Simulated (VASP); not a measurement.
Here is a VASP 6.6.1 calculation.

Contents of INCAR:

```
PREC     = Accurate       # precision mode
ENCUT    = 520            # plane-wave cutoff, eV
EDIFF    = 1E-7           # SCF threshold, eV
ISMEAR   = 0              # smearing method
SIGMA    = 0.01           # smearing width, eV
LREAL    = F              # projectors in reciprocal space
LASPH    = T              # aspherical terms in the spheres
NELM     = 60             # most SCF steps
ALGO     = Normal         # electronic algorithm
ISIF     = 2              # what is computed and relaxed
LWAVE    = F              # write WAVECAR
LCHARG   = F              # write CHGCAR
GGA      = PE             # functional
NBANDS   = 16             # bands
```

The input KPOINTS:

```
Automatic mesh
0
Gamma
  4 4 4
```

File POSCAR:

```
SiC3
1.0
    2.8866688230      0.0000000000      0.0000000000
    0.0000000000      2.8866688230      0.0000000000
    0.0000000000      0.0000000000      4.2220706869
C Si
3 1
Direct
    0.5000000000      0.0000000000      0.7862689766
    0.5000000000      0.5000000000      0.0000000000
    0.0000000000      0.5000000000      0.2137310234
    0.0000000000      0.0000000000      0.5000000000
```

Potentials or basis: VASP PAW PBE potentials, release 64 (C, Si).

The run is started by

```bash
$ cat potpaw_PBE.64/C/POTCAR potpaw_PBE.64/Si/POTCAR > POTCAR
$ mpirun -np 1 vasp_std > vasp.out
```

Q: Estimate the band gap on the k mesh.

A: 1.69 eV, indirect (least direct gap 1.81 eV).

Q: Predict the largest force.

A: 0.150 eV/Å.

Forces on the atoms (eV/Å):
```
C    0.000  0.000 -0.150
C    0.000  0.000  0.000
C    0.000  0.000  0.150
Si   0.000  0.000  0.000
```

Caveat: the k points lie up to 0.54 Å⁻¹ apart. A k mesh can miss the band edges.
